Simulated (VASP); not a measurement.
Te:

```
Te
1.0
     0.00000    2.43391    2.43391
     2.43391    0.00000    2.43391
     2.43391    2.43391    0.00000
Te
1
Direct
  0.00000 0.00000 0.00000
```

```yaml
Program: VASP 6.6.1
Task: relaxation of cell and atoms
Functional: PBEsol
Potentials_or_basis: VASP PAW PBE potentials, release 64 (Te)
Cutoff: 600 eV
k_mesh: 11 × 11 × 11
Occupations: fermi-dirac, width 0.1 eV
Spin: no spin polarisation
```

At the start: pressure -4.0 GPa; volume 28.84 Å³/atom.

Problem. How do energy, volume and symmetry change on relaxing?

Solution. Over 3 steps the energy falls by 27.0 meV/atom and the volume is 26.82 Å³/atom (-7.0 %); space group Fm-3m (No. 225, to 0.05 Å).

The path:
| step | energy change (eV) | largest force (eV/Å) | pressure (GPa) | volume (Å³) |
| --- | --- | --- | --- | --- |
| 1 | 0.0000 | 0.0000 | -3.99 | 28.84 |
| 2 | -0.0207 | 0.0000 | 2.36 | 25.94 |
| 3 | -0.0270 | 0.0000 | 0.00 | 26.82 |

Final structure:
```
CELL_PARAMETERS angstrom
0.00000 2.37582 2.37582
2.37582 0.00000 2.37582
2.37582 2.37582 0.00000
ATOMIC_POSITIONS crystal
Te 0.00000 0.00000 0.00000
```

Caveat: the PAW data sets were made with another functional, which shifts forces and pressure a little.
